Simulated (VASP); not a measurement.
A run of VASP 6.6.1:

POSCAR

```
AlN
1.0
    0.0000000000      2.1198118932      1.9512694290
    2.1198118932      0.0000000000      1.9512694290
    2.1198118932      2.1198118932      0.0000000000
Al N
1 1
Direct
    0.0000000000      0.0000000000      0.0000000000
    0.5000000000      0.5000000000      0.5000000000
```

Contents of INCAR.step1:

```
SYSTEM = AlN
PREC     = Accurate       ! precision mode
ENCUT    = 520            ! plane-wave cutoff, eV
ISMEAR   = 0              ! smearing method
SIGMA    = 0.01           ! smearing width, eV
LREAL    = .FALSE.        ! projectors in reciprocal space
LASPH    = .TRUE.         ! aspherical terms in the spheres
NELM     = 60             ! most SCF steps
NBANDS   = 11             ! bands
GGA      = PE             ! functional
ALGO     = Normal         ! electronic algorithm
EDIFF    = 1E-4           ! SCF threshold, eV
LWAVE    = .TRUE.         ! write WAVECAR
LCHARG   = .FALSE.        ! write CHGCAR
```

File INCAR.step2:

```
SYSTEM = AlN
PREC     = Accurate       ! precision mode
ENCUT    = 520            ! plane-wave cutoff, eV
EDIFF    = 1E-7           ! SCF threshold, eV
ISMEAR   = 0              ! smearing method
SIGMA    = 0.01           ! smearing width, eV
LREAL    = .FALSE.        ! projectors in reciprocal space
LASPH    = .TRUE.         ! aspherical terms in the spheres
NELM     = 60             ! most SCF steps
ALGO     = Normal         ! electronic algorithm
ISIF     = 2              ! what is computed and relaxed
LWAVE    = .FALSE.        ! write WAVECAR
LCHARG   = .FALSE.        ! write CHGCAR
METAGGA  = R2SCAN         ! meta-GGA
LMIXTAU  = .TRUE.       
NBANDS   = 11             ! bands
ISTART   = 1
```

The input KPOINTS:

```
regular mesh
0
G
  10 10 10
  0 0 0
```

Potentials or basis: VASP PAW PBE potentials, release 64 (Al, N).

The run is started by

```console
$ cat potpaw_PBE.64/Al/POTCAR potpaw_PBE.64/N/POTCAR > POTCAR
$ cp INCAR.step1 INCAR
$ mpirun -np 1 vasp_std > vasp.out
$ cp INCAR.step2 INCAR
$ mpirun -np 1 vasp_std > vasp.out
```

Hardware: 1 thread of Intel(R) Xeon(R) Platinum 8488C (Sapphire Rapids), with other jobs on the host.

**Question.** How long does it take, and how much memory?

**Answer.** It took 37 s on 1 thread of Intel(R) Xeon(R) Platinum 8488C (Sapphire Rapids), on a shared host, peak memory 0.15 GiB. Counts: k points 102.
